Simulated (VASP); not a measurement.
Wanted: the native input for a VASP 6.6.1 run.

| Quantity | Value |
| --- | --- |
| Task | single point |
| Functional | PBE |
| Potentials or basis | VASP PAW PBE potentials, release 64 (Al) |
| Cutoff | 520 eV |
| k mesh | 18 × 18 × 18 |
| Occupations | gaussian, width 0.05 eV |
| Spin | non-collinear spin, zero start, spin-orbit coupling |
| Starting moments | [[0.0, 0.0, 0.0]] μB |
| Dipole correction | no |
| Further INCAR settings | ALGO = Fast; EDIFF = 1e-06; NBANDS = 14 |

The structure of Al lies in POSCAR:

```
Al
1.0
    0.0000000000      2.0209177581      2.0209177581
    2.0209177581      0.0000000000      2.0209177581
    2.0209177581      2.0209177581      0.0000000000
Al
1
Direct
    0.0000000000      0.0000000000      0.0000000000
```

One way to write it, as run:

INCAR

```
SYSTEM = Al
PREC     = Accurate       ! precision mode
ENCUT    = 520            ! plane-wave cutoff, eV
EDIFF    = 1E-6           ! SCF threshold, eV
ISMEAR   = 0              ! smearing method
SIGMA    = 0.05           ! smearing width, eV
LREAL    = .False.        ! projectors in reciprocal space
LASPH    = .True.         ! aspherical terms in the spheres
NELM     = 150            ! most SCF steps
ALGO     = Fast           ! electronic algorithm
ISIF     = 2              ! what is computed and relaxed
LWAVE    = .False.        ! write WAVECAR
LCHARG   = .True.         ! write CHGCAR
MAGMOM   = 0 0 0          ! initial moments
LORBIT   = 11             ! projections on sites
LSORBIT  = .True.         ! spin-orbit coupling
GGA_COMPAT= .False.      
LORBMOM  = .True.       
GGA      = PE             ! functional
LVHAR    = .True.       
NBANDS   = 14             ! bands
```

KPOINTS

```
regular mesh
0
Gamma
  18 18 18
  0 0 0
```

Potentials or basis: VASP PAW PBE potentials, release 64 (Al).

The run is started by

```console
$ cat potpaw_PBE.64/Al/POTCAR > POTCAR
$ mpirun -np 1 vasp_ncl > vasp.out
```

It gave:

The pressure is 0.0 GPa and the net moment is 0.00 μB per cell. The valence electrons inside the program's atomic spheres are Al 0.77.

Wall time 62 s on 1 thread of Intel(R) Xeon(R) Platinum 8488C (Sapphire Rapids) (shared host), peak memory 0.22 GiB.
